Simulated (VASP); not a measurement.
# NiO (Fm-3m) in VASP: settings compared, part 2 of 2

VASP 6.6.1. The steps go on from the part before.

### 3 Density of states, BLYP, collinear spin, ferromagnetic start

Input file POSCAR:

```
NiO
1.0
    0.0000000000      2.0913095100      2.0913095100
    2.0913095100      0.0000000000      2.0913095100
    2.0913095100      2.0913095100      0.0000000000
Ni O
1 1
Direct
    0.0000000000      0.0000000000      0.0000000000
    0.5000000000      0.5000000000      0.5000000000
```

Input file INCAR.step1:

```
SYSTEM = NiO
PREC = Accurate ; ENCUT = 520
EDIFF = 1E-6 ; ISMEAR = -1
SIGMA = 0.05 ; LREAL = .False.
LASPH = .True. ; NELM = 200
ALGO = Normal ; ISIF = 2
LWAVE = .False. ; LCHARG = .True.
ISPIN = 2 ; MAGMOM = 1 0
LMAXMIX = 4 ; GGA = B5
ALDAX = 1.0 ; AGGAX = 1.0
AGGAC = 1.0 ; ALDAC = 0.0
NBANDS = 23 ; GGA_COMPAT = .False.
NEDOS = 2001 ; LORBIT = 11
```

Input file KPOINTS.step1:

```
regular mesh
0
Gamma
  6 6 6
  0 0 0
```

Input file INCAR.step2:

```
SYSTEM = NiO
PREC = Accurate ; ENCUT = 520
EDIFF = 1E-6 ; ISMEAR = -5
SIGMA = 0.05 ; LREAL = .False.
LASPH = .True. ; NELM = 200
ALGO = Normal ; ISIF = 2
LWAVE = .False. ; LCHARG = .False.
ISPIN = 2 ; MAGMOM = 1 0
LORBIT = 10 ; LMAXMIX = 4
GGA = B5 ; ALDAX = 1.0
AGGAX = 1.0 ; AGGAC = 1.0
ALDAC = 0.0 ; NEDOS = 1001
ICHARG = 11 ; GGA_COMPAT = .False.
```

Input file KPOINTS.step2:

```
regular mesh
0
Gamma
  9 9 9
  0 0 0
```

Potentials or basis: VASP PAW PBE potentials, release 64 (Ni_sv_GW, O).

On the command line:

```sh
> cat potpaw_PBE.64/Ni_sv_GW/POTCAR potpaw_PBE.64/O/POTCAR > POTCAR
> cp INCAR.step1 INCAR
> cp KPOINTS.step1 KPOINTS
> mpirun -np 1 vasp_std > vasp.out
> cp INCAR.step2 INCAR
> cp KPOINTS.step2 KPOINTS
> mpirun -np 1 vasp_std > vasp.out
```

OUTCAR:

```text
SYSTEM = NiO
   PREC = Accurate
   ENCUT = 520
   EDIFF = 1E-6
   ISMEAR = -5
   LREAL = .False.
   LASPH = .True.
   NELM = 200
   ISIF = 2
   ISPIN = 2
   LORBIT = 10
   GGA = B5
   ICHARG = 11

 ion  position               nearest neighbor table
   1  0.000  0.000  0.000-   2 2.09   2 2.09   2 2.09   2 2.09   2 2.09   2 2.09
   2  0.500  0.500  0.500-   1 2.09   1 2.09   1 2.09   1 2.09   1 2.09   1 2.09

  LATTYP: Found a face centered cubic cell.
 ALAT       =     4.1826190200

  Lattice vectors:

 A1 = (   0.0000000000,   2.0913095100,   2.0913095100)
 A2 = (   2.0913095100,   0.0000000000,   2.0913095100)
 A3 = (   2.0913095100,   2.0913095100,   0.0000000000)

Analysis of symmetry for initial positions (statically):
=====================================================================
 Subroutine PRICEL returns:
 Original cell was already a primitive cell.

 Routine SETGRP: Setting up the symmetry group for a
 face centered cubic supercell.

 Subroutine GETGRP returns: Found 48 space group operations
 (whereof 48 operations were pure point group operations)
 out of a pool of 48 trial point group operations.

The static configuration has the point symmetry O_h .

Analysis of symmetry for dynamics (positions and initial velocities):
=====================================================================
 Subroutine PRICEL returns:
 Original cell was already a primitive cell.

 Routine SETGRP: Setting up the symmetry group for a
 face centered cubic supercell.

 Subroutine GETGRP returns: Found 48 space group operations
 (whereof 48 operations were pure point group operations)
 out of a pool of 48 trial point group operations.

The dynamic configuration has the point symmetry O_h .

Analysis of structural, dynamic, and magnetic symmetry:
=====================================================================
 Subroutine PRICEL returns:
 Original cell was already a primitive cell.

 Routine SETGRP: Setting up the symmetry group for a
 face centered cubic supercell.

 Subroutine GETGRP returns: Found 48 space group operations
 (whereof 48 operations were pure point group operations)
 out of a pool of 48 trial point group operations.

The overall configuration has the point symmetry O_h .

 Subroutine INISYM returns: Found 48 space group operations
 (whereof 48 operations are pure point group operations),
 and found     1 'primitive' translations

----------------------------------------------------------------------------------------

                                     Primitive cell

  volume of cell :      18.2930

  direct lattice vectors                    reciprocal lattice vectors
     0.000000000  2.091309510  2.091309510    -0.239084649  0.239084649  0.239084649
     2.091309510  0.000000000  2.091309510     0.239084649 -0.239084649  0.239084649
     2.091309510  2.091309510  0.000000000     0.239084649  0.239084649 -0.239084649

  length of vectors
     2.957558272  2.957558272  2.957558272     0.414106759  0.414106759  0.414106759
[... 68 lines left out ...]
   dimension x,y,z NGX =    24 NGY =   24 NGZ =   24
   dimension x,y,z NGXF=    48 NGYF=   48 NGZF=   48
   ions per type =               1   1
   NGX,Y,Z   is equivalent  to a cutoff of  13.49, 13.49, 13.49 a.u.
   NGXF,Y,Z  is equivalent  to a cutoff of  26.98, 26.98, 26.98 a.u.
 SYSTEM =  NiO
   PREC   = accura    normal or accurate (medium, high low for compatibility)
   ISTART =      0    job   : 0-new  1-cont  2-samecut
   ICHARG =     11    charge: 1-file 2-atom 10-const
   ISPIN  =      2    spin polarized calculation?
   LNONCOLLINEAR =      F non collinear calculations
   LSORBIT =      F    spin-orbit coupling
   LASPH  =      T    aspherical Exc in radial PAW
   ENCUT  =  520.0 eV  38.22 Ry    6.18 a.u.   5.50  5.50  5.50*2*pi/ulx,y,z
   NELM   =    200;   NELMIN=  2; NELMDL=  0     # of ELM steps
   EDIFF  = 0.1E-05   stopping-criterion for ELM
   LREAL  =      F    real-space projection
   EDIFFG = 0.1E-04   stopping-criterion for IOM
   NSW    =      0    number of steps for IOM
   IBRION =     -1    ionic relax: 0-MD 1-quasi-New 2-CG
   NFREE  =      0    steps in history (QN), initial steepest desc. (CG)
   ISIF   =      2    stress and relaxation
   ISYM   =      2    0-nonsym 1-usesym 2-fastsym
   POTIM  = 0.5000    time-step for ionic-motion
   TEBEG  =    0.0;   TEEND  =   0.0 temperature during run
   PSTRESS=    0.0 pullay stress
   NELECT =      24.0000    total number of electrons
   NUPDOWN=      -1.0000    fix difference up-down
   EMIN   =  10.00;   EMAX   =-10.00  energy-range for DOS
   EFERMI =   0.00;   METHOD = LEGACY
   ISMEAR =    -5;   SIGMA  =   0.05  broadening in eV -4-tet -1-fermi 0-gaus
   EFERMI_NEDOS =   21; number of points for ismear=-14 and -15
   IALGO  =     38    algorithm
   IMIX   =      4    mixing-type and parameters
     AMIX     =   0.40;   BMIX     =  1.00
     AMIX_MAG =   1.60;   BMIX_MAG =  1.00
  volume/ion in A,a.u.               =       9.15        61.72
  Fermi-wavevector in a.u.,A,eV,Ry     =   1.792188  3.386745 43.701074  3.211938
  Thomas-Fermi vector in A             =   2.854603
   LORBIT       =     10    0 simple, 1 ext, 2 COOP (PROOUT), +10 PAW based schemes
   GGA     = B5    functional components
   LHFCALC =     F    Hartree Fock is set to
   AEXX    =    0.0000 exact exchange contribution
   IVDW    =     0    specifies the selected vdW correction
   LEPSILON=     F    determine dielectric tensor
   LRPA    =     F    only Hartree local field effects (RPA)
 spin polarized calculation
 Fermi weights with tetrahedron method with Bloechl corrections
  energy-cutoff  :      520.00
  volume of cell :       18.29
 maximum number of plane-waves:       531
 NGX is ok and might be reduce to    24

 number of electron      24.0000013 magnetization       1.7271019

 Free energy of the ion-electron system (eV)
  ---------------------------------------------------
  ext. energy  EPLUGINS =         0.00000000
  ---------------------------------------------------
  free energy    TOTEN  =       -11.56104901 eV

  energy without entropy =      -11.56104901  energy(sigma->0) =      -11.56104901

 E-fermi :   7.2930     XC(G=0): -12.4651

 val. band max:        7.3588834228   @ k =  -0.3333   0.2222   0.0000
 cond. band min:       7.2130496133   @ k =   0.1111   0.0000   0.0000
 fundamental gap:     -0.1458338096
 Fermi energy:         7.2930014088

 spin component 1

 k-point     1 :       0.0000    0.0000    0.0000
  band No.  band energies     occupation
      1     -96.6085      1.00000
      2     -57.2617      1.00000
      3     -57.2617      1.00000
      4     -57.2617      1.00000
      5     -12.9648      1.00000
      6       4.2325      1.00000
[... 459 lines left out ...]
      6       0.4476      1.00000
[... 9 lines left out ...]
     16      19.9630      0.00000
     17      23.8708      0.00000

 [... further k-points ...]

 spin component 2

 k-point     1 :       0.0000    0.0000    0.0000
  band No.  band energies     occupation
      1     -94.8247      1.00000
      2     -55.5331      1.00000
      3     -55.5331      1.00000
      4     -55.5331      1.00000
      5     -12.5332      1.00000
      6       4.7584      1.00000
[... 459 lines left out ...]
      6       0.8278      1.00000
[... 9 lines left out ...]
     16      20.2219      0.00000
     17      24.2311      0.00000

 [... further k-points ...]
[... 5 lines left out ...]
  --------------------------------------------------------------------------------------
  -------------------------------------------------------------------------------------
  Total       -0.3205544     -0.3205544     -0.3205544      0.0000000      0.0000000      0.0000000
  in kB      -28.0754904    -28.0754904    -28.0754904      0.0000000      0.0000000      0.0000000
  external PRESSURE =     -28.0754904 kB  Pullay stress =       0.0000000 kB

 VOLUME and BASIS-vectors are now :
 -----------------------------------------------------------------------------
  energy-cutoff  :      520.00
  volume of cell :       18.29
      direct lattice vectors                 reciprocal lattice vectors
     0.000000000  2.091309510  2.091309510    -0.239084649  0.239084649  0.239084649
     2.091309510  0.000000000  2.091309510     0.239084649 -0.239084649  0.239084649
     2.091309510  2.091309510  0.000000000     0.239084649  0.239084649 -0.239084649

 POSITION                                       TOTAL-FORCE (eV/Angst)
 -----------------------------------------------------------------------------------
      0.00000      0.00000      0.00000         0.000000      0.000000     -0.000000
      2.09131      2.09131      2.09131         0.000000      0.000000      0.000000
 -----------------------------------------------------------------------------------
    total drift:                                0.000000     -0.000000     -0.000000

  FREE ENERGIE OF THE ION-ELECTRON SYSTEM (eV)
  ---------------------------------------------------
  free  energy   TOTEN  =       -11.5610490077 eV

  energy  without entropy=      -11.5610490077  energy(sigma->0) =      -11.56104901

 total charge

# of ion       s       p       d       f       tot
--------------------------------------------------
    1        2.154   6.232   7.801   0.009  16.196
    2        1.550   3.460   0.000   0.000   5.010
--------------------------------------------------
tot          3.704   9.692   7.801   0.009  21.206

 magnetization (x)

# of ion       s       p       d       f       tot
--------------------------------------------------
    1        0.008   0.011   1.456   0.001   1.476
    2        0.029   0.253   0.000   0.000   0.282
--------------------------------------------------
tot          0.037   0.265   1.456   0.001   1.758
```

It took 33 s on 1 thread of Intel Xeon Platinum 8559C (Emerald Rapids), shared host; peak memory 0.16 GiB.

Results:

- Net moment: 1.73 μB per cell
- Site moments: Ni +1.48; O +0.28 μB
- Valence electrons inside the program's atomic spheres: Ni 16.20; O 5.01

Caveat: the k points lie up to 0.43 Å⁻¹ apart; the PAW data sets were made with another functional, which shifts forces and pressure a little; a cell with one magnetic atom can't hold antiferromagnetic order, which such compounds often take; semilocal functionals often make such compounds metallic where correlation or magnetic order opens a gap, which also shifts bond lengths; tetrahedron occupations give inexact forces and stress in metals.

### 4 Density of states, RPBE, collinear spin, ferromagnetic start

POSCAR is that of step 3.

Input file INCAR.step1:

```
PREC = Accurate ; ENCUT = 520
EDIFF = 1E-6 ; ISMEAR = -1
SIGMA = 0.05 ; LREAL = F
LASPH = T ; NELM = 200
ALGO = Normal ; ISIF = 2
LWAVE = F ; LCHARG = T
ISPIN = 2 ; MAGMOM = 1 0
LMAXMIX = 4 ; GGA = RP
NBANDS = 23 ; GGA_COMPAT = F
NEDOS = 2001 ; LORBIT = 11
```

Input file KPOINTS.step1:

```
Automatic mesh
0
Gamma
  6 6 6
```

Input file INCAR.step2:

```
PREC = Accurate ; ENCUT = 520
EDIFF = 1E-6 ; ISMEAR = -5
SIGMA = 0.05 ; LREAL = F
LASPH = T ; NELM = 200
ALGO = Normal ; ISIF = 2
LWAVE = F ; LCHARG = F
ISPIN = 2 ; MAGMOM = 1 0
LORBIT = 10 ; LMAXMIX = 4
GGA = RP ; NEDOS = 2001
ICHARG = 11 ; GGA_COMPAT = F
```

Input file KPOINTS.step2:

```
Automatic mesh
0
Gamma
  9 9 9
```

On the command line:

```sh
> cat potpaw_PBE.64/Ni_sv_GW/POTCAR potpaw_PBE.64/O/POTCAR > POTCAR
> cp INCAR.step1 INCAR
> cp KPOINTS.step1 KPOINTS
> mpirun -np 1 vasp_std > vasp.out
> cp INCAR.step2 INCAR
> cp KPOINTS.step2 KPOINTS
> mpirun -np 1 vasp_std > vasp.out
```

Wall time 33 s (1 thread of Intel Xeon Platinum 8488C (Sapphire Rapids), shared host); peak memory 0.16 GiB.

The run converged. Its results:

* Net moment: 1.78 μB per cell
* Site moments: Ni +1.56; O +0.29 μB
* Valence electrons inside the program's atomic spheres: Ni 16.16; O 5.02

Levels at points of the mesh, in eV from the Fermi level:
Spin up:
```csv
k point,band 10,band 11,band 12,band 13,band 14,band 15,band 16,band 17
"(0.00, 0.00, 0.00)",-3.02,-2.68,-2.68,-2.68,1.47,17.79,18.80,18.81
```
Spin down:
| k point | band 9 | band 10 | band 11 | band 12 | band 13 | band 14 |
| --- | --- | --- | --- | --- | --- | --- |
| (0.00, 0.00, 0.00) | -1.86 | -1.86 | -1.86 | -0.47 | -0.47 | 1.83 |

Caveat: the k points lie up to 0.43 Å⁻¹ apart; the PAW data sets were made with another functional, which shifts forces and pressure a little; a cell with one magnetic atom can't hold antiferromagnetic order, which such compounds often take; semilocal functionals often make such compounds metallic where correlation or magnetic order opens a gap, which also shifts bond lengths; tetrahedron occupations give inexact forces and stress in metals.

### 5 Density of states, LDA, collinear spin, ferromagnetic start

POSCAR is that of step 4.

Input file INCAR.step1:

```
SYSTEM = NiO
PREC = Accurate
ENCUT = 520
EDIFF = 1E-6
ISMEAR = -1
SIGMA = 0.05
LREAL = .False.
LASPH = .True.
NELM = 200
ALGO = Normal
ISIF = 2
LWAVE = .False.
LCHARG = .True.
ISPIN = 2
MAGMOM = 1 0
LMAXMIX = 4
NBANDS = 23
GGA_COMPAT = .False.
NEDOS = 2001
LORBIT = 11
```

Input file KPOINTS.step1:

```
Automatic mesh
0
Gamma
  6 6 6
  0 0 0
```

Input file INCAR.step2:

```
SYSTEM = NiO
PREC = Accurate
ENCUT = 520
EDIFF = 1E-6
ISMEAR = -5
SIGMA = 0.05
LREAL = .False.
LASPH = .True.
NELM = 200
ALGO = Normal
ISIF = 2
LWAVE = .False.
LCHARG = .False.
ISPIN = 2
MAGMOM = 1 0
LORBIT = 11
LMAXMIX = 4
NEDOS = 1001
ICHARG = 11
GGA_COMPAT = .False.
```

Input file KPOINTS.step2:

```
Automatic mesh
0
Gamma
  9 9 9
  0 0 0
```

Potentials or basis: VASP PAW LDA potentials, release 64 (Ni_sv_GW, O).

On the command line:

```sh
> cat potpaw_LDA.64/Ni_sv_GW/POTCAR potpaw_LDA.64/O/POTCAR > POTCAR
> cp INCAR.step1 INCAR
> cp KPOINTS.step1 KPOINTS
> mpirun -np 1 vasp_std > vasp.out
> cp INCAR.step2 INCAR
> cp KPOINTS.step2 KPOINTS
> mpirun -np 1 vasp_std > vasp.out
```

It took 32 s on 1 thread of Intel Xeon Platinum 8259CL at 2.50GHz (Skylake/Cascade Lake), shared host; peak memory 0.15 GiB.

The run converged. Its results:

* Net moment: 0.00 μB per cell
* Valence electrons inside the program's atomic spheres: Ni 16.25; O 4.90

Levels at points of the mesh, in eV from the Fermi level:
Spin up:
```
           k point  band 8  band 9  band 10  band 11  band 12  band 13  band 14  band 15  band 16  band 17
(0.00, 0.00, 0.00)   -3.10   -1.78    -1.78    -1.78    -1.59    -1.59     1.63    17.66    18.91    18.93
```
Spin down:
```csv
k point,band 9,band 10,band 11,band 12,band 13,band 14,band 15,band 16
"(0.00, 0.00, 0.00)",-1.78,-1.78,-1.78,-1.59,-1.59,1.63,17.66,18.91
```

Caveat: the k points lie up to 0.43 Å⁻¹ apart; semilocal functionals often make such compounds metallic where correlation or magnetic order opens a gap, which also shifts bond lengths; tetrahedron occupations give inexact forces and stress in metals.

### 6 The runs side by side

```tsv
task	level	potentials or basis	U	k mesh	k mesh for the DOS	second run	occupations for the DOS	moment (μB)
single point	PBE+U	VASP PAW PBE potentials, release 64 (Ni, O)	Ni d U = 8.0 eV	11 × 11 × 11	-	-	-	2.00
density of states	BLYP	VASP PAW PBE potentials, release 64 (Ni_sv_GW, O)	-	6 × 6 × 6	9 × 9 × 9	valence_matched	tetrahedron	1.73
density of states	RPBE	VASP PAW PBE potentials, release 64 (Ni_sv_GW, O)	-	6 × 6 × 6	9 × 9 × 9	valence_matched	tetrahedron	1.78
density of states	LDA	VASP PAW LDA potentials, release 64 (Ni_sv_GW, O)	-	6 × 6 × 6	9 × 9 × 9	valence_matched	tetrahedron	0.00
```

Alike in all rows: spin collinear, ferromagnetic start; cell as given; cutoff (eV) 520; smearing fermi-dirac 0.05 eV.

Caveats: some runs use coarse meshes; a cell with one magnetic atom can't hold antiferromagnetic order, which such compounds often take (some runs); semilocal functionals often make such compounds metallic where correlation or magnetic order opens a gap, which also shifts bond lengths (some runs); tetrahedron occupations give inexact forces and stress in metals (some runs); the PAW data sets were made with another functional, which shifts forces and pressure a little (some runs).

Total energies depend on the potentials used, so only differences within one code and one set of settings carry meaning.
